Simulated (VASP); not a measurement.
# Ti (Fm-3m) in VASP: notebook

Ti is run at these levels: PBEsol; tasks: single point.

Everything below comes from runs of VASP 6.6.1. Logs are shortened: lines on timing, memory, paths and dates and some standing lists are left out, and cuts for length are marked.

## (1) The cell of the first run

The structure is cubic, space group Fm-3m (No. 225). Conventional cell: a = 3.028 Å, b = 3.028 Å, c = 3.028 Å, α = 90.00°, β = 90.00°, γ = 90.00°. Ti (site symmetry m-3m) has 12 Ti at 2.14 Å within 2.8 Å.

This isn't the form of Ti at room conditions, which is hcp.

## (2) Single point, PBEsol

The input, INCAR:

```
SYSTEM = Ti
PREC = Accurate ; ENCUT = 520
EDIFF = 1E-6 ; ISMEAR = -1
SIGMA = 0.1 ; LREAL = .False.
LASPH = .True. ; NELM = 80
ALGO = Normal ; ISIF = 2
LWAVE = .False. ; LCHARG = .False.
GGA = PS ; NBANDS = 12
```

The input, KPOINTS:

```
regular mesh
0
Gamma
  22 22 22
  0 0 0
```

The input, POSCAR:

```
Ti
1.0
    0.0000000000      1.5138833472      1.5138833472
    1.5138833472      0.0000000000      1.5138833472
    1.5138833472      1.5138833472      0.0000000000
Ti
1
Direct
    0.0000000000      0.0000000000      0.0000000000
```

Potentials or basis: VASP PAW PBE potentials, release 64 (Ti_sv).

Launch:

```sh
cat potpaw_PBE.64/Ti_sv/POTCAR > POTCAR
mpirun -np 1 vasp_std > vasp.out
```

OUTCAR:

```text
SYSTEM = Ti
   PREC = Accurate
   ENCUT = 520
   EDIFF = 1E-6
   ISMEAR = -1
   LREAL = .False.
   LASPH = .True.
   NELM = 80
   ISIF = 2
   GGA = PS

 ion  position               nearest neighbor table
   1  0.000  0.000  0.000-

  LATTYP: Found a face centered cubic cell.
 ALAT       =     3.0277666944

  Lattice vectors:

 A1 = (   0.0000000000,   1.5138833472,   1.5138833472)
 A2 = (   1.5138833472,   0.0000000000,   1.5138833472)
 A3 = (   1.5138833472,   1.5138833472,   0.0000000000)

Analysis of symmetry for initial positions (statically):
=====================================================================
 Subroutine PRICEL returns:
 Original cell was already a primitive cell.

 Routine SETGRP: Setting up the symmetry group for a
 face centered cubic supercell.

 Subroutine GETGRP returns: Found 48 space group operations
 (whereof 48 operations were pure point group operations)
 out of a pool of 48 trial point group operations.

The static configuration has the point symmetry O_h .

Analysis of symmetry for dynamics (positions and initial velocities):
=====================================================================
 Subroutine PRICEL returns:
 Original cell was already a primitive cell.

 Routine SETGRP: Setting up the symmetry group for a
 face centered cubic supercell.

 Subroutine GETGRP returns: Found 48 space group operations
 (whereof 48 operations were pure point group operations)
 out of a pool of 48 trial point group operations.

The dynamic configuration has the point symmetry O_h .

 Subroutine INISYM returns: Found 48 space group operations
 (whereof 48 operations are pure point group operations),
 and found     1 'primitive' translations

----------------------------------------------------------------------------------------

                                     Primitive cell

  volume of cell :       6.9392

  direct lattice vectors                    reciprocal lattice vectors
     0.000000000  1.513883347  1.513883347    -0.330276438  0.330276438  0.330276438
     1.513883347  0.000000000  1.513883347     0.330276438 -0.330276438  0.330276438
     1.513883347  1.513883347  0.000000000     0.330276438  0.330276438 -0.330276438

  length of vectors
     2.140954361  2.140954361  2.140954361     0.572055572  0.572055572  0.572055572

  position of ions in fractional coordinates (direct lattice)
     0.000000000  0.000000000  0.000000000

  ion indices of the primitive-cell ions
   primitive index   ion index
                 1           1

----------------------------------------------------------------------------------------

 KPOINTS: regular mesh

Automatic generation of k-mesh.
 Grid dimensions read from file:
 generate k-points for:   22   22   22

 Generating k-lattice:

  Cartesian coordinates                     Fractional coordinates (reciprocal lattice)
    -0.015012565  0.015012565  0.015012565     0.045454545  0.000000000  0.000000000
     0.015012565 -0.015012565  0.015012565     0.000000000  0.045454545  0.000000000
     0.015012565  0.015012565 -0.015012565     0.000000000  0.000000000  0.045454545

  Length of vectors
     0.026002526  0.026002526  0.026002526

  Shift w.r.t. Gamma in fractional coordinates (k-lattice)
     0.000000000  0.000000000  0.000000000

 Subroutine IBZKPT returns following result:
 ===========================================

 Found    328 irreducible k-points:

 Following reciprocal coordinates:
            Coordinates               Weight
  0.000000  0.000000  0.000000      1.000000
  0.045455  0.000000  0.000000      8.000000
  0.090909  0.000000  0.000000      8.000000
  0.136364  0.000000  0.000000      8.000000
  0.181818  0.000000  0.000000      8.000000
  0.227273  0.000000  0.000000      8.000000
[... 16 lines left out ...]
  0.500000  0.045455  0.000000     24.000000
 -0.454545  0.045455  0.000000     24.000000
 [... further k-points ...]
   k-points           NKPTS =    328   k-points in BZ     NKDIM =    328   number of bands    NBANDS=     12
   number of dos      NEDOS =    301   number of ions     NIONS =      1
   total plane-waves  NPLWV =   4096
   dimension x,y,z NGX =    16 NGY =   16 NGZ =   16
   dimension x,y,z NGXF=    32 NGYF=   32 NGZF=   32
   ions per type =               1
   NGX,Y,Z   is equivalent  to a cutoff of  12.42, 12.42, 12.42 a.u.
   NGXF,Y,Z  is equivalent  to a cutoff of  24.85, 24.85, 24.85 a.u.
 SYSTEM =  Ti
   PREC   = accura    normal or accurate (medium, high low for compatibility)
   ISTART =      0    job   : 0-new  1-cont  2-samecut
   ICHARG =      2    charge: 1-file 2-atom 10-const
   ISPIN  =      1    spin polarized calculation?
   LNONCOLLINEAR =      F non collinear calculations
   LSORBIT =      F    spin-orbit coupling
   LASPH  =      T    aspherical Exc in radial PAW
   ENCUT  =  520.0 eV  38.22 Ry    6.18 a.u.   3.98  3.98  3.98*2*pi/ulx,y,z
   NELM   =     80;   NELMIN=  2; NELMDL= -5     # of ELM steps
   EDIFF  = 0.1E-05   stopping-criterion for ELM
   LREAL  =      F    real-space projection
   EDIFFG = 0.1E-04   stopping-criterion for IOM
   NSW    =      0    number of steps for IOM
   IBRION =     -1    ionic relax: 0-MD 1-quasi-New 2-CG
   NFREE  =      0    steps in history (QN), initial steepest desc. (CG)
   ISIF   =      2    stress and relaxation
   ISYM   =      2    0-nonsym 1-usesym 2-fastsym
   POTIM  = 0.5000    time-step for ionic-motion
   TEBEG  =    0.0;   TEEND  =   0.0 temperature during run
   PSTRESS=    0.0 pullay stress
   NELECT =      12.0000    total number of electrons
   NUPDOWN=      -1.0000    fix difference up-down
   EMIN   =  10.00;   EMAX   =-10.00  energy-range for DOS
   EFERMI =   0.00;   METHOD = LEGACY
   ISMEAR =    -1;   SIGMA  =   0.10  broadening in eV -4-tet -1-fermi 0-gaus
   EFERMI_NEDOS =   21; number of points for ismear=-14 and -15
   IALGO  =     38    algorithm
   IMIX   =      4    mixing-type and parameters
     AMIX     =   0.40;   BMIX     =  1.00
     AMIX_MAG =   1.60;   BMIX_MAG =  1.00
  volume/ion in A,a.u.               =       6.94        46.83
  Fermi-wavevector in a.u.,A,eV,Ry     =   1.965016  3.713342 52.536030  3.861289
  Thomas-Fermi vector in A             =   2.989076
   LORBIT       =      0    0 simple, 1 ext, 2 COOP (PROOUT), +10 PAW based schemes
   GGA     = PS    functional components
   LHFCALC =     F    Hartree Fock is set to
   AEXX    =    0.0000 exact exchange contribution
   IVDW    =     0    specifies the selected vdW correction
   LEPSILON=     F    determine dielectric tensor
   LRPA    =     F    only Hartree local field effects (RPA)
 non-spin polarized calculation
  energy-cutoff  :      520.00
  volume of cell :        6.94
 maximum number of plane-waves:       198
   NGX =  7   NGY =  7   NGZ =  7

 number of electron      12.0000001 magnetization

 Free energy of the ion-electron system (eV)
  ---------------------------------------------------
  ext. energy  EPLUGINS =         0.00000000
  ---------------------------------------------------
  free energy    TOTEN  =        -1.93898396 eV

  energy without entropy =       -1.92251535  energy(sigma->0) =       -1.93074965

 E-fermi :  22.2739     XC(G=0): -16.8525

 val. band max:       22.2707788667   @ k =  -0.2727   0.3636   0.1364
 cond. band min:      22.2919851736   @ k =  -0.1818   0.2273   0.0455
 fundamental gap:      0.0212063070
 Fermi energy:        22.2738894257

 k-point     1 :       0.0000    0.0000    0.0000
  band No.  band energies     occupation
      1     -36.3657      2.00000
      2      -6.9511      2.00000
      3      -6.9511      2.00000
      4      -6.9511      2.00000
      5      17.9229      2.00000
      6      22.4099      0.40830
      7      22.4099      0.40830
      8      22.4099      0.40830
      9      27.5223      0.00000
     10      27.5223      0.00000
     11      42.4525      0.00000
     12      52.6534      0.00000

 k-point     2 :       0.0455    0.0000    0.0000
  band No.  band energies     occupation
      1     -36.3192      2.00000
      2      -7.1358      2.00000
      3      -6.9709      2.00000
      4      -6.9709      2.00000
      5      18.1105      2.00000
      6      22.2981      0.87950
      7      22.4882      0.20996
      8      22.4882      0.20996
      9      27.4479      0.00000
     10      27.4479      0.00000
     11      42.7666      0.00000
     12      51.8213      0.00000

 k-point     3 :       0.0909    0.0000    0.0000
  band No.  band energies     occupation
      1     -36.1816      2.00000
      2      -7.6642      2.00000
      3      -7.0281      2.00000
      4      -7.0281      2.00000
      5      18.6027      2.00000
      6      22.0464      1.81355
      7      22.7019      0.02729
      8      22.7019      0.02729
      9      27.2593      0.00000
     10      27.2593      0.00000
     11      43.6396      0.00000
     12      50.1486      0.00000

 k-point     4 :       0.1364    0.0000    0.0000
  band No.  band energies     occupation
      1     -35.9586      2.00000
      2      -8.4697      2.00000
      3      -7.1169      2.00000
      4      -7.1169      2.00000
      5      19.1181      2.00000
      6      21.9609      1.91621
      7      22.9804      0.00171
      8      22.9804      0.00171
      9      27.0606      0.00000
     10      27.0606      0.00000
     11      44.8205      0.00000
     12      48.5159      0.00000

 k-point     5 :       0.1818    0.0000    0.0000
  band No.  band energies     occupation
      1     -35.6603      2.00000
      2      -9.4651      2.00000
      3      -7.2287      2.00000
      4      -7.2287      2.00000
      5      19.1729      2.00000
      6      22.5394      0.13140
      7      23.1915      0.00021
      8      23.1915      0.00021
      9      27.0209      0.00000
     10      27.0209      0.00000
     11      45.3621      0.00000
     12      47.9196      0.00000

 k-point     6 :       0.2273    0.0000    0.0000
  band No.  band energies     occupation
      1     -35.3020      2.00000
      2     -10.5607      2.00000
      3      -7.3533      2.00000
      4      -7.3533      2.00000
      5      18.7707      2.00000
      6      23.1968      0.00020
      7      23.1968      0.00020
      8      23.7677      0.00000
      9      27.3035      0.00000
     10      27.3035      0.00000
     11      44.4553      0.00000
     12      48.9758      0.00000

 k-point     7 :       0.2727    0.0000    0.0000
  band No.  band energies     occupation
      1     -34.9053      2.00000
      2     -11.6719      2.00000
      3      -7.4800      2.00000
      4      -7.4800      2.00000
      5      18.2302      2.00000
      6      22.9869      0.00160
      7      22.9869      0.00160
      8      25.2903      0.00000
      9      27.9211      0.00000
     10      27.9211      0.00000
     11      43.3851      0.00000
     12      50.0398      0.00000

 k-point     8 :       0.3182    0.0000    0.0000
  band No.  band energies     occupation
      1     -34.4984      2.00000
      2     -12.7210      2.00000
      3      -7.5985      2.00000
      4      -7.5985      2.00000
      5      17.7084      2.00000
      6      22.6687      0.03784
      7      22.6687      0.03783
      8      26.8808      0.00000
      9      28.7426      0.00000
     10      28.7426      0.00000
     11      42.5637      0.00000
     12      50.3079      0.00000
[... 166 lines left out ...]
 k-point    20 :       0.3636    0.0455    0.0000
  band No.  band energies     occupation
      1     -34.2091      2.00000
      2     -13.3232      2.00000
      3      -7.7943      2.00000
      4      -7.7002      2.00000
      5      17.5428      2.00000
      6      22.2028      1.34125
      7      22.6651      0.03923
      8      26.9015      0.00000
      9      29.8294      0.00000
     10      29.8495      0.00000
     11      42.4933      0.00000
     12      49.9799      0.00000

 k-point    21 :       0.4091    0.0455    0.0000
  band No.  band energies     occupation
      1     -33.8694      2.00000
      2     -14.1014      2.00000
      3      -7.8576      2.00000
      4      -7.8154      2.00000
      5      17.1866      2.00000
      6      21.9051      1.95119
      7      22.3608      0.59084
      8      28.0567      0.00000
      9      30.5285      0.00000
     10      30.9725      0.00000
     11      42.2950      0.00000
     12      48.8734      0.00000

 k-point    22 :       0.4545    0.0455    0.0000
  band No.  band energies     occupation
      1     -33.6221      2.00000
      2     -14.6419      2.00000
      3      -7.9068      2.00000
      4      -7.8882      2.00000
      5      16.9511      2.00000
      6      21.7118      1.99278
      7      22.1305      1.61514
      8      28.9347      0.00000
      9      30.9918      0.00000
     10      31.8384      0.00000
     11      42.4716      0.00000
     12      47.5955      0.00000

 k-point    23 :       0.5000    0.0455    0.0000
  band No.  band energies     occupation
      1     -33.5016      2.00000
      2     -14.8979      2.00000
      3      -7.9680      2.00000
      4      -7.8842      2.00000
      5      16.8445      2.00000
      6      21.6397      1.99648
      7      22.0012      1.87718
      8      29.4194      0.00000
      9      31.1128      0.00000
     10      32.3138      0.00000
     11      42.7662      0.00000
     12      46.7427      0.00000

 k-point    24 :      -0.4545    0.0455    0.0000
  band No.  band energies     occupation
      1     -33.5262      2.00000
      2     -14.8457      2.00000
      3      -7.9950      2.00000
      4      -7.8463      2.00000
      5      16.8699      2.00000
      6      21.6930      1.99402
      7      21.9867      1.89293
      8      29.4236      0.00000
      9      30.8515      0.00000
     10      32.3450      0.00000
     11      42.6921      0.00000
     12      46.9361      0.00000

 [... further k-points ...]
[... 5 lines left out ...]
  --------------------------------------------------------------------------------------
  -------------------------------------------------------------------------------------
  Total       17.0700991     17.0700991     17.0700991      0.0000000      0.0000000      0.0000000
  in kB     3941.2990992   3941.2990992   3941.2990992      0.0000000      0.0000000      0.0000000
  external PRESSURE =    3941.2990992 kB  Pullay stress =       0.0000000 kB

 VOLUME and BASIS-vectors are now :
 -----------------------------------------------------------------------------
  energy-cutoff  :      520.00
  volume of cell :        6.94
      direct lattice vectors                 reciprocal lattice vectors
     0.000000000  1.513883347  1.513883347    -0.330276438  0.330276438  0.330276438
     1.513883347  0.000000000  1.513883347     0.330276438 -0.330276438  0.330276438
     1.513883347  1.513883347  0.000000000     0.330276438  0.330276438 -0.330276438

 POSITION                                       TOTAL-FORCE (eV/Angst)
 -----------------------------------------------------------------------------------
      0.00000      0.00000      0.00000         0.000000      0.000000     -0.000000
 -----------------------------------------------------------------------------------
    total drift:                                0.000000      0.000000     -0.000000

  FREE ENERGIE OF THE ION-ELECTRON SYSTEM (eV)
  ---------------------------------------------------
  free  energy   TOTEN  =        -1.9389839601 eV

  energy  without entropy=       -1.9225153472  energy(sigma->0) =       -1.93074965
```

Wall time 23 s (1 thread of Intel Xeon 8259CL, shared host); peak memory 0.14 GiB.

Results:

| Quantity | Value |
| --- | --- |
| Free energy | -1.9390 eV |
| Pressure | 394.1 GPa |
| Band gap on the k mesh | zero (bands 6 and 7 overlap by 1.40 eV) |

Caveat: the cell stands under pressure; the PAW data sets were made with another functional, which shifts forces and pressure a little.

## (3) Single point, PBEsol

The input, INCAR:

```
PREC = Accurate ; ENCUT = 520
EDIFF = 1E-6 ; ISMEAR = -1
SIGMA = 0.1 ; LREAL = False
LASPH = True ; NELM = 100
ALGO = Normal ; ISIF = 2
LWAVE = False ; LCHARG = True
GGA = PS ; LELF = True
LVHAR = True ; NBANDS = 12
```

The input, KPOINTS:

```
regular mesh
0
Gamma
  22 22 22
```

The input, POSCAR:

```
Ti
1.0
    0.0000000000      1.5146850411      1.5146850411
    1.5146850411      0.0000000000      1.5146850411
    1.5146850411      1.5146850411      0.0000000000
Ti
1
Direct
    0.0000000000      0.0000000000      0.0000000000
```

Potentials or basis: VASP PAW PBE potentials, release 64 (Ti_sv).

Launch:

```sh
cat potpaw_PBE.64/Ti_sv/POTCAR > POTCAR
mpirun -np 1 vasp_std > vasp.out
```

Run time: 26 s. Hardware: 1 thread of Intel Xeon 8259CL, shared host; peak memory 0.14 GiB.

Results (log left out):

```
Free energy            : -1.9661 eV
Pressure               : 392.4 GPa
Band gap on the k mesh : zero (bands 6 and 7 overlap by 1.40 eV)
```

Levels at points of the mesh, in eV from the Fermi level:
```csv
k point,band 3,band 4,band 5,band 6,band 7,band 8,band 9,band 10
"(0.00, 0.00, 0.00)",-29.23,-29.23,-4.37,0.14,0.14,0.14,5.24,5.24
"(0.50, 0.00, 0.00)",-30.12,-30.12,-5.60,-0.42,-0.42,8.37,8.82,8.82
"(0.50, 0.50, 0.00)",-31.91,-31.91,-8.49,-7.12,8.80,9.84,9.84,14.07
```

Caveat: the cell stands under pressure; the PAW data sets were made with another functional, which shifts forces and pressure a little.
